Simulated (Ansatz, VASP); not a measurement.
K3S3Br: VASP beside Ansatz

```
K S Br
1.0
     6.10524    0.00000    0.00000
     0.00000    6.10524    0.00000
     0.00000    0.00000    6.10524
K S Br
3 3 1
Direct
  0.00000 0.00000 0.50000
  0.50000 0.00000 0.00000
  0.00000 0.50000 0.00000
  0.00000 0.50000 0.50000
  0.50000 0.00000 0.50000
  0.50000 0.50000 0.00000
  0.50000 0.50000 0.50000
```

Change from the starting cell: species swapped into the La3GaBr3 type (Pm-3m, No. 221).

Alike in both runs: functional PBE; k mesh 6 × 6 × 6; occupations gaussian, width 0.1 eV; no spin polarisation.

Ansatz relaxed the structure, and its values are those at the end. VASP's run is a single point on that final structure, the one shown.

```csv
,VASP,Ansatz
version,VASP 6.6.1,Ansatz 0.2.0
potentials or method,"VASP PAW PBE potentials, release 64 (K_sv, S, Br), cutoff 520 eV","scalar-relativistic, plane waves, PAW"
valence electrons in the cell,52,52
```

|  | VASP | Ansatz | Ansatz less VASP |
| --- | --- | --- | --- |
| gap on the k mesh at the Fermi level (eV) | none | none | - |
| pressure (GPa) | 0.0 | 0.0 | -0.04 |

A gap of «none» marks a metal or a gap that the smearing closes.
